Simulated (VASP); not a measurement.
# Si7Ni4 (P-43m) in VASP: further runs

The runs below take Si7Ni4 through single point, relaxation of volume and atoms at fixed shape, with PBE.

Everything below comes from runs of VASP 6.6.1. Logs are shortened: lines on timing, memory, paths and dates and some standing lists are left out, and cuts for length are marked.

## Step 1: The cell of the first run

The structure is cubic, space group P-43m (No. 215). Conventional cell: a = 5.373 Å, b = 5.373 Å, c = 5.373 Å, α = 90.00°, β = 90.00°, γ = 90.00°. Ni (site symmetry 3m) has 7 Si at 2.32 to 2.33 Å within 3.1 Å. Si (site symmetry -43m) has 4 Ni at 2.32 Å and 6 Si at 2.69 Å within 3.1 Å. Si (site symmetry -42m) has 4 Ni at 2.33 Å and 6 Si at 2.69 Å within 3.1 Å. Within 3.1 Å of Si (site symmetry -42m) lie 4 Ni at 2.33 Å and 4 Si at 2.69 Å.

## Step 2: Single point, PBE

File INCAR:

```
SYSTEM = Si7Ni4
PREC = Accurate
ENCUT = 520
EDIFF = 1E-7
ISMEAR = 1
SIGMA = 0.1
LREAL = .False.
LASPH = .True.
NELM = 80
ALGO = Fast
ISIF = 2
LWAVE = .False.
LCHARG = .False.
GGA = PE
NBANDS = 45
```

File KPOINTS:

```
Automatic mesh
0
Gamma
  8 8 8
  0 0 0
```

File POSCAR:

```
Si7Ni4
1.0
    5.3725458756      0.0000000000      0.0000000000
    0.0000000000      5.3725458756      0.0000000000
    0.0000000000      0.0000000000      5.3725458756
Ni Si
4 7
Direct
   -0.0004238435     -0.0004238435     -0.0004238435
   -0.0004238435      0.5004238435      0.5004238435
    0.5004238435     -0.0004238435      0.5004238435
    0.5004238435      0.5004238435     -0.0004238435
    0.7500000000      0.7500000000      0.7500000000
    0.2500000000      0.7500000000      0.7500000000
    0.7500000000      0.2500000000      0.2500000000
    0.7500000000      0.2500000000      0.7500000000
    0.2500000000      0.7500000000      0.2500000000
    0.7500000000      0.7500000000      0.2500000000
    0.2500000000      0.2500000000      0.7500000000
```

Potentials or basis: VASP PAW PBE potentials, release 64 (Ni, Si).

Command:

```sh
> cat potpaw_PBE.64/Ni/POTCAR potpaw_PBE.64/Si/POTCAR > POTCAR
> mpirun -np 1 vasp_std > vasp.out
```

OUTCAR:

```text
SYSTEM = Si7Ni4
   PREC = Accurate
   ENCUT = 520
   EDIFF = 1E-7
   ISMEAR = 1
   LREAL = .False.
   LASPH = .True.
   NELM = 80
   ISIF = 2
   GGA = PE

 ion  position               nearest neighbor table
   1  1.000  1.000  1.000-   5 2.32   6 2.33   8 2.33  10 2.33   9 2.33   7 2.33  11 2.33
   2  1.000  0.500  0.500-   5 2.32   6 2.33   8 2.33  10 2.33   9 2.33   7 2.33  11 2.33
   3  0.500  1.000  0.500-   5 2.32   6 2.33   8 2.33  10 2.33   9 2.33   7 2.33  11 2.33
   4  0.500  0.500  1.000-   5 2.32   6 2.33   8 2.33  10 2.33   9 2.33   7 2.33  11 2.33
   5  0.750  0.750  0.750-   1 2.32   2 2.32   3 2.32   4 2.32   6 2.69   8 2.69  10 2.69  10 2.69
                             8 2.69   6 2.69
   6  0.250  0.750  0.750-   1 2.33   2 2.33   3 2.33   4 2.33   5 2.69   9 2.69  11 2.69   9 2.69
                            11 2.69   5 2.69
   7  0.750  0.250  0.250-   1 2.33   2 2.33   3 2.33   4 2.33   8 2.69  10 2.69   8 2.69  10 2.69
[... 5 lines left out ...]
  10  0.750  0.750  0.250-   1 2.33   2 2.33   3 2.33   4 2.33   5 2.69   7 2.69   9 2.69   5 2.69
                             7 2.69   9 2.69
  11  0.250  0.250  0.750-   1 2.33   2 2.33   3 2.33   4 2.33   6 2.69   8 2.69   6 2.69   8 2.69

  LATTYP: Found a simple cubic cell.
 ALAT       =     5.3725458756

  Lattice vectors:

 A1 = (   5.3725458756,   0.0000000000,   0.0000000000)
 A2 = (   0.0000000000,   5.3725458756,   0.0000000000)
 A3 = (   0.0000000000,   0.0000000000,   5.3725458756)

Analysis of symmetry for initial positions (statically):
=====================================================================
 Subroutine PRICEL returns:
 Original cell was already a primitive cell.

 Routine SETGRP: Setting up the symmetry group for a
 simple cubic supercell.

 Subroutine GETGRP returns: Found 24 space group operations
 (whereof  6 operations were pure point group operations)
 out of a pool of 48 trial point group operations.

The static configuration has the point symmetry C_3v.
 The point group associated with its full space group is T_d .

Analysis of symmetry for dynamics (positions and initial velocities):
=====================================================================
 Subroutine PRICEL returns:
 Original cell was already a primitive cell.

 Routine SETGRP: Setting up the symmetry group for a
 simple cubic supercell.

 Subroutine GETGRP returns: Found 24 space group operations
 (whereof  6 operations were pure point group operations)
 out of a pool of 48 trial point group operations.

[... 124 lines left out ...]
   NFREE  =      0    steps in history (QN), initial steepest desc. (CG)
   ISIF   =      2    stress and relaxation
   ISYM   =      2    0-nonsym 1-usesym 2-fastsym
   POTIM  = 0.5000    time-step for ionic-motion
   TEBEG  =    0.0;   TEEND  =   0.0 temperature during run
   PSTRESS=    0.0 pullay stress
   NELECT =      68.0000    total number of electrons
   NUPDOWN=      -1.0000    fix difference up-down
   EMIN   =  10.00;   EMAX   =-10.00  energy-range for DOS
   EFERMI =   0.00;   METHOD = LEGACY
   ISMEAR =     1;   SIGMA  =   0.10  broadening in eV -4-tet -1-fermi 0-gaus
   EFERMI_NEDOS =   21; number of points for ismear=-14 and -15
   IALGO  =     68    algorithm
   IMIX   =      4    mixing-type and parameters
     AMIX     =   0.40;   BMIX     =  1.00
     AMIX_MAG =   1.60;   BMIX_MAG =  1.00
  volume/ion in A,a.u.               =      14.10        95.14
  Fermi-wavevector in a.u.,A,eV,Ry     =   1.243744  2.350335 21.046841  1.546899
  Thomas-Fermi vector in A             =   2.378041
   LORBIT       =      0    0 simple, 1 ext, 2 COOP (PROOUT), +10 PAW based schemes
   GGA     = PE    functional components
   LHFCALC =     F    Hartree Fock is set to
   AEXX    =    0.0000 exact exchange contribution
   IVDW    =     0    specifies the selected vdW correction
   LEPSILON=     F    determine dielectric tensor
   LRPA    =     F    only Hartree local field effects (RPA)
 non-spin polarized calculation
 RMM-DIIS sequential band-by-band and
 Methfessel and Paxton  Order N= 1 SIGMA  =   0.10
  energy-cutoff  :      520.00
  volume of cell :      155.07
 maximum number of plane-waves:      4224
 NGX is ok and might be reduce to    40
   NGX = 19   NGY = 19   NGZ = 19

 number of electron      67.9999945 magnetization

 Free energy of the ion-electron system (eV)
  ---------------------------------------------------
  ext. energy  EPLUGINS =         0.00000000
  ---------------------------------------------------
  free energy    TOTEN  =       -62.90081206 eV

  energy without entropy =      -62.89841309  energy(sigma->0) =      -62.90001240

 E-fermi :   8.8761     XC(G=0): -11.2154

 val. band max:        8.8747909967   @ k =   0.3750   0.1250   0.0000
 cond. band min:       8.8949725769   @ k =   0.2500   0.2500   0.0000
 fundamental gap:      0.0201815803
 Fermi energy:         8.8761342072

 k-point     1 :       0.0000    0.0000    0.0000
  band No.  band energies     occupation
      1      -4.1824      2.00000
      2      -0.4176      2.00000
      3      -0.4176      2.00000
      4       0.6038      2.00000
      5       1.6400      2.00000
      6       1.6400      2.00000
[... 1141 lines left out ...]
     44      12.8938      0.00000
     45      14.0754      0.00000

 [... further k-points ...]
[... 5 lines left out ...]
  --------------------------------------------------------------------------------------
  -------------------------------------------------------------------------------------
  Total        0.0120850      0.0120850      0.0120850     -0.0000000      0.0000000     -0.0000000
  in kB        0.1248584      0.1248584      0.1248584     -0.0000000      0.0000000     -0.0000000
  external PRESSURE =       0.1248584 kB  Pullay stress =       0.0000000 kB

 VOLUME and BASIS-vectors are now :
 -----------------------------------------------------------------------------
  energy-cutoff  :      520.00
  volume of cell :      155.07
      direct lattice vectors                 reciprocal lattice vectors
     5.372545876  0.000000000  0.000000000     0.186131496  0.000000000  0.000000000
     0.000000000  5.372545876  0.000000000     0.000000000  0.186131496  0.000000000
     0.000000000  0.000000000  5.372545876     0.000000000  0.000000000  0.186131496

 POSITION                                       TOTAL-FORCE (eV/Angst)
 -----------------------------------------------------------------------------------
      5.37027      5.37027      5.37027         0.011762      0.011762      0.011762
      5.37027      2.68855      2.68855         0.011762     -0.011762     -0.011762
      2.68855      5.37027      2.68855        -0.011762      0.011762     -0.011762
      2.68855      2.68855      5.37027        -0.011762     -0.011762      0.011762
      4.02941      4.02941      4.02941        -0.000000      0.000000     -0.000000
      1.34314      4.02941      4.02941        -0.000000      0.000000     -0.000000
      4.02941      1.34314      1.34314        -0.000000      0.000000     -0.000000
      4.02941      1.34314      4.02941        -0.000000      0.000000     -0.000000
      1.34314      4.02941      1.34314        -0.000000      0.000000     -0.000000
      4.02941      4.02941      1.34314        -0.000000      0.000000     -0.000000
      1.34314      1.34314      4.02941        -0.000000      0.000000     -0.000000
 -----------------------------------------------------------------------------------
    total drift:                               -0.000000     -0.000000      0.000000

  FREE ENERGIE OF THE ION-ELECTRON SYSTEM (eV)
  ---------------------------------------------------
  free  energy   TOTEN  =       -62.9008120632 eV

  energy  without entropy=      -62.8984130855  energy(sigma->0) =      -62.90001240
```

OSZICAR:

```text
N       E                     dE             d eps       ncg     rms          rms(c)
DAV:   1     0.449126452367E+03    0.44913E+03   -0.28021E+04  3150   0.158E+03
DAV:   2    -0.267302124236E+02   -0.47586E+03   -0.45713E+03  3150   0.357E+02
[... 16 lines left out ...]
RMM:  19    -0.629008277283E+02   -0.53016E-05   -0.37074E-06  3885   0.114E-02    0.342E-02
RMM:  20    -0.629008119566E+02    0.15772E-04   -0.29454E-05  4713   0.325E-02    0.768E-03
RMM:  21    -0.629008117751E+02    0.18155E-06   -0.21615E-06  3832   0.651E-03    0.507E-03
RMM:  22    -0.629008118758E+02   -0.10074E-06   -0.38107E-07  2621   0.303E-03    0.262E-03
RMM:  23    -0.629008119795E+02   -0.10373E-06   -0.83969E-08  2115   0.184E-03    0.109E-03
RMM:  24    -0.629008120632E+02   -0.83633E-07   -0.55062E-08  2069   0.164E-03
   1 F= -.62900812E+02 E0= -.62900012E+02  d E =-.239898E-02
```

Wall time 9.4 min (1 thread of Oxide Virtual Turin-like, shared host); peak memory 0.32 GiB.

What came out:

| Property | Result |
| --- | --- |
| Free energy | -62.9008 eV |
| Pressure | 0.0 GPa |
| Largest force | 0.020 eV/Å |
| Band gap on the k mesh | zero (bands 34 and 35 overlap by 0.98 eV) |

Forces in eV/Å, atoms in the order of the input:
```
Ni   0.012  0.012  0.012
Ni   0.012 -0.012 -0.012
Ni  -0.012  0.012 -0.012
Ni  -0.012 -0.012  0.012
Si   0.000  0.000  0.000
Si   0.000  0.000  0.000
Si   0.000  0.000  0.000
Si   0.000  0.000  0.000
Si   0.000  0.000  0.000
Si   0.000  0.000  0.000
Si   0.000  0.000  0.000
```

## Step 3: Relaxation of volume and atoms at fixed shape, PBE

This run uses another cell than the first one, of 14.56 Å³/atom.

File INCAR:

```
ALGO     = Fast           # electronic algorithm
EDIFF    = 1E-6           # SCF threshold, eV
EDIFFG   = -0.01          # ionic threshold
ENCUT    = 600            # plane-wave cutoff, eV
GGA      = PE             # functional
IBRION   = 2              # ionic algorithm
ISIF     = 8              # what is computed and relaxed
ISMEAR   = 1              # smearing method
LASPH    = T              # aspherical terms in the spheres
LCHARG   = F              # write CHGCAR
LREAL    = F              # projectors in reciprocal space
LWAVE    = F              # write WAVECAR
NELM     = 100            # most SCF steps
NSW      = 80             # ionic steps
PREC     = Accurate       # precision mode
SIGMA    = 0.1            # smearing width, eV
```

File KPOINTS:

```
k-points
0
Gamma
  8 8 8
```

File POSCAR:

```
Si7Ni4
1.0
    5.4310000000      0.0000000000      0.0000000000
    0.0000000000      5.4310000000      0.0000000000
    0.0000000000      0.0000000000      5.4310000000
Ni Si
4 7
Direct
    0.0000000000      0.0000000000      0.0000000000
    0.0000000000      0.5000000000      0.5000000000
    0.5000000000      0.0000000000      0.5000000000
    0.5000000000      0.5000000000      0.0000000000
    0.7500000000      0.7500000000      0.7500000000
    0.2500000000      0.7500000000      0.7500000000
    0.7500000000      0.2500000000      0.2500000000
    0.7500000000      0.2500000000      0.7500000000
    0.2500000000      0.7500000000      0.2500000000
    0.7500000000      0.7500000000      0.2500000000
    0.2500000000      0.2500000000      0.7500000000
```

Potentials or basis: VASP PAW PBE potentials, release 64 (Ni, Si).

Command:

```sh
> cat potpaw_PBE.64/Ni/POTCAR potpaw_PBE.64/Si/POTCAR > POTCAR
> mpirun -np 1 vasp_std > vasp.out
```

Wall time 25 min (1 thread of Oxide Virtual Turin-like, shared host); peak memory 0.44 GiB.

Results (log left out):

```yaml
Free_energy: -62.9013 eV
Relaxed_volume: 14.10 Å³/atom
Relaxed_cell: a = 5.373 Å, b = 5.373 Å, c = 5.373 Å, α = 90.00°, β = 90.00°, γ = 90.00°
Space_group_after_relaxing_to_0.1_Å: P-43m (No. 215)
Energy_gained_by_relaxing: 6.6 meV/atom
Ionic_steps: 6
Pressure_after_relaxing: -0.1 GPa
Band_gap_on_the_k_mesh: zero (bands 34 and 35 overlap by 0.98 eV)
```

Step by step:
| step | energy change (eV) | largest force (eV/Å) | pressure (GPa) | volume (Å³) |
| --- | --- | --- | --- | --- |
| 1 | 0.0000 | 0.1299 | -4.45 | 160.19 |
| 2 | -0.0226 | 0.1502 | 3.92 | 151.00 |
| 3 | -0.0725 | 0.0135 | -0.22 | 155.11 |
| 4 | -0.0725 | 0.0206 | 0.19 | 154.90 |
| 5 | -0.0725 | 0.0171 | 0.07 | 155.00 |
| 6 | -0.0725 | 0.0053 | -0.07 | 155.13 |

Final structure:
```
Ni Si
1.0
     5.37317    0.00000    0.00000
     0.00000    5.37317    0.00000
     0.00000    0.00000    5.37317
Ni Si
4 7
Direct
  0.99971 0.99971 0.99971
  0.99971 0.50029 0.50029
  0.50029 0.99971 0.50029
  0.50029 0.50029 0.99971
  0.75000 0.75000 0.75000
  0.25000 0.75000 0.75000
  0.75000 0.25000 0.25000
  0.75000 0.25000 0.75000
  0.25000 0.75000 0.25000
  0.75000 0.75000 0.25000
  0.25000 0.25000 0.75000
```

Levels at points of the mesh, in eV from the Fermi level:
| k point | band 31 | band 32 | band 33 | band 34 | band 35 | band 36 | band 37 | band 38 |
| --- | --- | --- | --- | --- | --- | --- | --- | --- |
| (0.00, 0.00, 0.00) | -1.67 | -1.67 | -1.67 | 0.23 | 0.23 | 0.30 | 2.17 | 2.17 |
| (0.50, 0.00, 0.00) | -1.00 | -1.00 | -0.96 | -0.09 | 0.08 | 0.08 | 0.25 | 1.74 |
| (0.50, 0.50, 0.00) | -1.63 | -1.18 | -0.55 | -0.25 | 0.30 | 0.30 | 1.87 | 2.05 |
| (0.50, 0.50, 0.50) | -0.90 | -0.32 | -0.32 | 0.58 | 0.58 | 0.58 | 2.41 | 2.45 |

Spin polarisation is off, so any magnetic state and its effect on volume and gap are missing.

The gap in the log of VASP goes by the Fermi energy; the results here count the filled bands.